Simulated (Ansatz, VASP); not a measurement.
## Nb in VASP and in Ansatz

```
Nb
1.0
    -1.66395    1.66395    1.63899
     1.66395   -1.66395    1.63899
     1.66395    1.66395   -1.63899
Nb
1
Direct
  0.00000 0.00000 0.00000
```

Change from the starting cell: strain +0.000 along x and y, -0.015 along z, atoms carried along.

Alike in both runs: task single point; functional PBE; k mesh 20 × 20 × 20; occupations gaussian, width 0.15 eV; no spin polarisation.

|  | VASP | Ansatz |
| --- | --- | --- |
| version | VASP 6.6.1 | Ansatz 0.2.0 |
| potentials or method | VASP PAW PBE potentials, release 64 (Nb_sv), cutoff 520 eV | scalar-relativistic, plane waves, PAW |
| valence electrons in the cell | 13 | 13 |

|  | VASP | Ansatz | Ansatz less VASP |
| --- | --- | --- | --- |
| gap on the k mesh at the Fermi level (eV) | none | none | - |
| pressure (GPa) | -0.5 | -0.2 | +0.36 |
| traceless stress, the component that is largest in VASP (GPa) | 1.09 | 1.09 | +0.005 |

A gap of «none» marks a metal or a gap that the smearing closes.
